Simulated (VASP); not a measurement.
Runs of VASP 6.6.1 on Li2SnHgTe4. The structure is that of space group I-4 (No. 82), or close to it. The cells are those of the table. 

```tsv
cell	gap on the mesh (eV)	largest force (eV/Å)
a = 8.057 Å, angles 131.3, 131.3, 71.3°, 8 atoms	(b)	0.22
a = 7.902 Å, angles 131.3, 131.3, 71.3°, 8 atoms	0.93	0.01
a = 7.741 Å, angles 131.3, 131.3, 71.3°, 8 atoms	1.10	0.31
a = 7.980 Å, angles 131.3, 131.3, 71.3°, 8 atoms	0.85	0.12
a = 7.822 Å, angles 131.3, 131.3, 71.3°, 8 atoms	(a)	0.14
```

Alike in all rows: task single point; level PBE; potentials or basis VASP PAW PBE potentials, release 64 (Li_sv, Hg, Sn_d, Te); no spin polarisation; k mesh 4 × 4 × 4; cutoff (eV) 520; smearing gaussian 0.01 eV.

**Question.** Fill in the values left out.

**Answer.** (a) 1.02; (b) 0.78.

Caveats: spin-orbit coupling is left out, which moves the levels of the heavy elements.

A k mesh can miss the band edges, and the runs leave out spin-orbit coupling on Hg, Sn, Te.
